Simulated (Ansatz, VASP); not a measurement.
Two plane-wave programs on Cd3SeS2

```
Cd Se S
1.0
     4.28392    0.00000    0.00000
    -2.14196    3.70999    0.00000
     0.00000    0.00000   10.36506
Cd Se S
3 1 2
Direct
  0.66667 0.33333 0.66615
  0.00000 0.00000 0.99037
  0.33333 0.66667 0.34239
  0.00000 0.00000 0.24861
  0.66667 0.33333 0.91346
  0.33333 0.66667 0.58902
```

Alike in both runs: functional PBE; k mesh 3 × 3 × 2; occupations gaussian, width 0.15 eV; no spin polarisation.

Ansatz relaxed the structure, and its values are those at the end. VASP's run is a single point on that final structure, the one shown.

```csv
,VASP,Ansatz
version,VASP 6.6.1,Ansatz 0.2.0
potentials or method,"VASP PAW PBE potentials, release 64 (Cd, Se, S), cutoff 520 eV","scalar-relativistic, plane waves, PAW"
valence electrons in the cell,54,88
```

|  | VASP | Ansatz | Ansatz less VASP |
| --- | --- | --- | --- |
| gap on the k mesh at the Fermi level (eV) | 0.64 | 0.64 | +0.001 |
| least direct gap on the mesh (eV) | 0.64 | 0.64 | +0.001 |
| pressure (GPa) | 0.2 | -0.1 | -0.27 |
| rms of the force components (eV/Å) | 0.012 | 0.012 | -0.0006 |

VASP's potentials hold 54 valence electrons a cell and Ansatz's 88, so a difference there can come from the potentials and not from the codes.

The k mesh is coarse, so the values compare programs but aren't converged.
